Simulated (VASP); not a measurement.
Runs of VASP 6.6.1 on Pt. The structure is that of space group Fm-3m (No. 225), or close to it. The cells are those of the table. 

```csv
fixed moment (μB),cell,pressure (GPa),moment (μB)
0.1,"a = 2.811 Å, angles 60.0°, 1 atom",-11.4,0.10
0.45,"a = 2.770 Å, angles 60.0°, 1 atom",(a),0.45
0.3,"a = 2.851 Å, angles 60.0°, 1 atom",-19.5,0.30
0.2,"a = 2.811 Å, angles 60.0°, 1 atom",-11.4,0.20
0.05,"a = 2.890 Å, angles 60.0°, 1 atom",-26.0,0.05
0.2,"a = 2.851 Å, angles 60.0°, 1 atom",(b),0.20
0.25,"a = 2.928 Å, angles 60.0°, 1 atom",-30.3,0.25
0.1,"a = 2.851 Å, angles 60.0°, 1 atom",-19.9,0.10
0.3,"a = 2.811 Å, angles 60.0°, 1 atom",-11.1,0.30
0.35,"a = 2.928 Å, angles 60.0°, 1 atom",-30.1,0.35
0.05,"a = 2.685 Å, angles 60.0°, 1 atom",(c),0.05
0.35,"a = 2.685 Å, angles 60.0°, 1 atom",35.5,0.35
```

Alike in all rows: task single point; level PBEsol; potentials or basis VASP PAW PBE potentials, release 64 (Pt); spin collinear, ferromagnetic start; k mesh 22 × 22 × 22; cutoff (eV) 520; smearing gaussian 0.15 eV.

**Question.** Estimate the missing entries.

**Answer.** (a) 0.7; (b) -19.7; (c) 34.7.

Caveats: the PAW data sets were made with another functional, which shifts forces and pressure a little; the total moment is fixed, so each spin has its own Fermi level.
